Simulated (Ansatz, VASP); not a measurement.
## One calculation of SiC, two programs

```
Si C
1.0
     0.01452    2.19257    2.19257
     2.19257    0.01452    2.19257
     2.19257    2.19257    0.01452
Si C
1 1
Cartesian
  0.0012 0.0012 0.0012
  1.0987 1.0987 1.0987
```

Change from the starting cell: shear_111 strain +1.0%.

Alike in both runs: task single point; functional r2SCAN; k mesh 10 × 10 × 10; no spin polarisation.

```csv
,VASP,Ansatz
version,VASP 6.6.1,Ansatz 0.2.0
potentials or method,"VASP PAW PBE potentials, release 64 (Si, C)","plane waves, PAW"
plane-wave cutoff (eV),520,500
occupations,"gaussian, width 0.01 eV",fixed
valence electrons in the cell,8,8
```

```csv
,VASP,Ansatz,Ansatz less VASP
gap on the k mesh at the Fermi level (eV),1.70,1.69,-0.011
pressure (GPa),-2.3,-2.2,+0.16
"traceless stress, the component that is largest in VASP (GPa)",-1.72,-1.71,+0.009
```

VASP's potentials were made for PBE, not for r2SCAN.
